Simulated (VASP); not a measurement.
Here is a VASP 6.6.1 calculation.

INCAR

```
SYSTEM = ZrAl2
PREC = Accurate
ENCUT = 400
EDIFF = 1E-6
ISMEAR = -1
SIGMA = 0.0664
LREAL = Auto
LASPH = .True.
NELM = 120
ALGO = Normal
ISIF = 2
LWAVE = .False.
LCHARG = .False.
GGA = PE
ISYM = -1
NBANDS = 90
GGA_COMPAT = .False.
```

KPOINTS

```
explicit points
1
Reciprocal
  0.25000000   0.25000000   0.25000000 1
```

File POSCAR:

```
ZrAl2
1.0
    7.7016390000      0.1689720000     -0.1318520000
    0.1689720000      7.7666440000      0.1814760000
   -0.1318520000      0.1814760000      7.7043200000
Al Zr
16 8
Direct
    0.4067849393      0.2545782790      0.0508930782
    0.1582955120      0.2053612004      0.3170234947
    0.7297686734      0.2786435719      0.1849561465
    0.4025502216      0.8251177966      0.5428987860
    0.6800156549      0.3186104242      0.8576762490
    0.9441485914      0.0370014186      0.1175774125
    0.6500852157      0.7983058807      0.2958695482
    0.8872794817      0.5316766273      0.3309447202
    0.2137400371      0.5568126456      0.2087291182
    0.7040731595      0.0342144399      0.6019141669
    0.9178572340      0.3064334176      0.5942855438
    0.1675953518      0.5597642471      0.5692016954
    0.0869177303      0.2976191189      0.9266547274
    0.5003403672      0.1221226805      0.3590783538
    0.0334494942      0.8698270218      0.4272088457
    0.5983326788      0.6040537591      0.0606472862
    0.0588827623      0.9532803441      0.7709360860
    0.7851262252      0.6563723585      0.6534319230
    0.5083828115      0.4621802206      0.4547174407
    0.3318114425      0.1926857990      0.7000383102
    0.2947725167      0.8652630875      0.1479442523
    0.3350854112      0.6049766460      0.8585306607
    0.6110386925      0.9532890940      0.9692882152
    0.9355193049      0.6412395742     -0.0006560607
```

Potentials or basis: VASP PAW PBE potentials, release 64 (Al, Zr_sv).

Run with:

```console
$ cat potpaw_PBE.64/Al/POTCAR potpaw_PBE.64/Zr_sv/POTCAR > POTCAR
$ mpirun -np 1 vasp_std > vasp.out
```

(1) Predict the largest force.

(2) Predict the pressure.

## Answers

(1) 2.574 eV/Å.

(2) 1.7 GPa.

Caveat: the atoms stand as in a frame of molecular dynamics.
